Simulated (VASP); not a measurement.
A run of VASP 6.6.1 is set up as follows.

Contents of POSCAR:

```
K
1.0
   -2.7154236633      2.7154236633      2.7154236633
    2.7154236633     -2.7154236633      2.7154236633
    2.7154236633      2.7154236633     -2.7154236633
K
1
Direct
    0.0000000000      0.0000000000      0.0000000000
```

File INCAR.step1:

```
PREC = Accurate
ENCUT = 520
ISMEAR = -1
SIGMA = 0.05
LREAL = F
LASPH = T
NELM = 80
NBANDS = 10
GGA = PE
ALGO = Normal
EDIFF = 1E-4
LWAVE = T
LCHARG = F
```

The input INCAR.step2:

```
PREC = Accurate
ENCUT = 520
EDIFF = 1E-6
ISMEAR = -1
SIGMA = 0.05
LREAL = F
LASPH = T
NELM = 80
ALGO = Normal
ISIF = 2
LWAVE = F
LCHARG = F
METAGGA = R2SCAN
LMIXTAU = T
NBANDS = 10
ISTART = 1
```

KPOINTS

```
Automatic mesh
0
Gamma
  7 7 7
```

Potentials or basis: VASP PAW PBE potentials, release 64 (K_sv).

Launch:

```bash
$ cat potpaw_PBE.64/K_sv/POTCAR > POTCAR
$ cp INCAR.step1 INCAR
$ mpirun -np 1 vasp_std > vasp.out
$ cp INCAR.step2 INCAR
$ mpirun -np 1 vasp_std > vasp.out
```

Task: Estimate the pressure.

Result: -0.2 GPa.

Caveat: the PAW data sets were made with another functional, which shifts forces and pressure a little.
